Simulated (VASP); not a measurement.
Here is a VASP 6.6.1 calculation.

The input POSCAR:

```
NaCl
1.0
    0.0000000000      2.8589745579      2.8589745579
    2.8589745579      0.0000000000      2.8589745579
    2.8589745579      2.8589745579      0.0000000000
Na Cl
1 1
Direct
    0.0000000000      0.0000000000      0.0000000000
    0.5000000000      0.5000000000      0.5000000000
```

The input INCAR.step1:

```
PREC = Accurate
ENCUT = 520
ISMEAR = 0
SIGMA = 0.02
LREAL = F
LASPH = T
NELM = 60
NBANDS = 14
GGA = PE
ALGO = Normal
EDIFF = 1E-4
LWAVE = T
LCHARG = F
```

Contents of INCAR.step2:

```
PREC = Accurate
ENCUT = 520
EDIFF = 1E-6
ISMEAR = 0
SIGMA = 0.02
LREAL = F
LASPH = T
NELM = 60
ALGO = Normal
ISIF = 2
LWAVE = F
LCHARG = T
METAGGA = R2SCAN
LMIXTAU = T
LELF = T
LVHAR = T
NBANDS = 14
ISTART = 1
```

Contents of KPOINTS:

```
Automatic mesh
0
Gamma
  8 8 8
```

Potentials or basis: VASP PAW PBE potentials, release 64 (Na_pv, Cl).

Command:

```console
$ cat potpaw_PBE.64/Na_pv/POTCAR potpaw_PBE.64/Cl/POTCAR > POTCAR
$ cp INCAR.step1 INCAR
$ mpirun -np 1 vasp_std > vasp.out
$ cp INCAR.step2 INCAR
$ mpirun -np 1 vasp_std > vasp.out
```

Task: What does it give for the band gap on the k mesh?

Result: 5.76 eV.

Task: What does it give for the pressure?

Result: -1.6 GPa.

Caveat: the PAW data sets were made with another functional, which shifts forces and pressure a little. A k mesh can miss the band edges.
